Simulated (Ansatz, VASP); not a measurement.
# Two plane-wave programs on AlCuC4N4

```
Al Cu C N
1.0
     5.86449    0.00000    0.00000
     0.00000    5.86449    0.00000
     0.00000    0.00000    5.86449
Al Cu C N
1 1 4 4
Cartesian
  0.0000 0.0000 0.0000
  2.9322 2.9322 2.9322
  1.1377 1.1377 1.1377
  1.1377 4.7268 4.7268
  4.7268 1.1377 4.7268
  4.7268 4.7268 1.1377
  1.8097 1.8097 1.8097
  1.8097 4.0547 4.0547
  4.0547 1.8097 4.0547
  4.0547 4.0547 1.8097
```

Alike in both runs: functional PBE; k mesh 4 × 4 × 4; occupations gaussian, width 0.02 eV; no spin polarisation.

Ansatz relaxed the structure, and its values are those at the end. VASP's run is a single point on that final structure, the one shown.

|  | VASP | Ansatz |
| --- | --- | --- |
| version | VASP 6.6.1 | Ansatz 0.2.0 |
| potentials or method | VASP PAW PBE potentials, release 64 (Al, Cu, C, N), cutoff 520 eV | scalar-relativistic, plane waves, PAW |
| valence electrons in the cell | 50 | 58 |

Ansatz gave:

| Quantity | Value |
| --- | --- |
| gap on the k mesh at the Fermi level (eV) | 3.02 |
| least direct gap on the mesh (eV) | 3.09 |
| pressure (GPa) | 0.0 |
| rms of the force components (eV/Å) | 0.002 |

Estimate VASP's values.

gap on the k mesh at the Fermi level (eV): 3.03; least direct gap on the mesh (eV): 3.10; pressure (GPa): 0.4; rms of the force components (eV/Å): 0.207.

One of these differences is far larger than is usual between the two programs; its cause wasn't traced. With one functional, cell and mesh, what is left measures potentials, basis and numerics. VASP's potentials hold 50 valence electrons a cell and Ansatz's 58, so a difference there can come from the potentials and not from the codes.

Noted on VASP's run: the standard files for N, O and F lose accuracy on very short bonds.
